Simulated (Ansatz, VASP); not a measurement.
**WC: VASP beside Ansatz**

File INCAR:

```
PREC = Accurate
ENCUT = 520
EDIFF = 1E-7
ISMEAR = 0
SIGMA = 0.15
LREAL = False
LASPH = True
NELM = 60
ALGO = Normal
ISIF = 2
LWAVE = False
LCHARG = False
GGA = PS
NBANDS = 16
```

The input KPOINTS:

```
Automatic mesh
0
Gamma
  18 18 18
```

POSCAR

```
WC
1.0
    0.0000000000      2.1926840000      2.1926840000
    2.1926840000      0.0000000000      2.1926840000
    2.1926840000      2.1926840000      0.0000000000
W C
1 1
Direct
   -0.0080621145      0.0000000000      0.0000000000
    0.5000000000      0.5000000000      0.5000000000
```

Input for Ansatz:

```yaml
crystal:
  lattice:
    - [0.0, 2.192684, 2.192684]
    - [2.192684, 0.0, 2.192684]
    - [2.192684, 2.192684, 0.0]
  atoms:
    - { symbol: W, position: [-0.0080621145, 0.0, 0.0] }
    - { symbol: C, position: [0.5, 0.5, 0.5] }
basis:
  ecutwfc: 420
kpoints:
  mp_grid: { grid: [18, 18, 18] }
hamiltonian:
  xc: pbesol
scf:
  occupations: { method: gaussian, width: 0.15 }
output:
  forces: true
  stress: true
  eigenvalues: true
```

Change from the starting cell: all W atoms moved +0.025 Å, as atom 1 towards its neighbour atom 1 (W) at 3.101 Å.

Alike in both runs: task single point; functional PBEsol; k mesh 18 × 18 × 18; occupations gaussian, width 0.15 eV; no spin polarisation.

|  | VASP | Ansatz |
| --- | --- | --- |
| version | VASP 6.6.1 | Ansatz 0.2.0 |
| potentials or method | VASP PAW PBE potentials, release 64 (W_sv, C), cutoff 520 eV | scalar-relativistic, plane waves, PAW |
| valence electrons in the cell | 18 | 18 |

```tsv
	VASP	Ansatz	Ansatz less VASP
gap on the k mesh at the Fermi level (eV)	none	none	-
pressure (GPa)	-9.0	-10.0	-0.99
traceless stress, the component that is largest in VASP (GPa)	-0.11	-0.11	+0.001
rms of the force components (eV/Å)	0.087	0.086	-0.0013
```

VASP's potentials were made for PBE, not for PBEsol. Atom by atom the forces differ by 0.001 eV/Å (rms over components). A gap of «none» marks a metal or a gap that the smearing closes. With one functional, cell and mesh, what is left measures potentials, basis and numerics.

Neither program's run includes spin-orbit coupling.
